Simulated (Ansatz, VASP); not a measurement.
# One calculation of Sr4NbO, two programs

```xyz
6
Lattice="3.3880 0.0000 0.0000 0.0000 3.3880 0.0000 0.0000 0.0000 15.4475" Properties=species:S:1:pos:R:3 pbc="T T T"
Sr    1.6940    1.6940    1.5453
Sr    0.0000    0.0000   10.2225
Sr    0.0000    0.0000    5.2249
Sr    1.6940    1.6940   13.9022
Nb    1.6940    1.6940    7.7237
O     0.0000    0.0000    0.0000
```

Change from the starting cell: species swapped into the Ti4CuAg type (P4/mmm, No. 123).

Alike in both runs: functional PBE; k mesh 12 × 12 × 4; occupations gaussian, width 0.1 eV; no spin polarisation.

Ansatz relaxed the structure, and its values are those at the end. VASP's run is a single point on that final structure, the one shown.

|  | VASP | Ansatz |
| --- | --- | --- |
| version | VASP 6.6.1 | Ansatz 0.2.0 |
| potentials or method | VASP PAW PBE potentials, release 64 (Sr_sv, Nb_sv, O), cutoff 520 eV | scalar-relativistic, plane waves, PAW |
| valence electrons in the cell | 59 | 59 |

|  | VASP | Ansatz | Ansatz less VASP |
| --- | --- | --- | --- |
| gap on the k mesh at the Fermi level (eV) | none | none | - |
| pressure (GPa) | 0.1 | 0.0 | -0.11 |
| rms of the force components (eV/Å) | 0.011 | 0.000 | -0.0109 |

A gap of «none» marks a metal or a gap that the smearing closes. With one functional, cell and mesh, what is left measures potentials, basis and numerics.
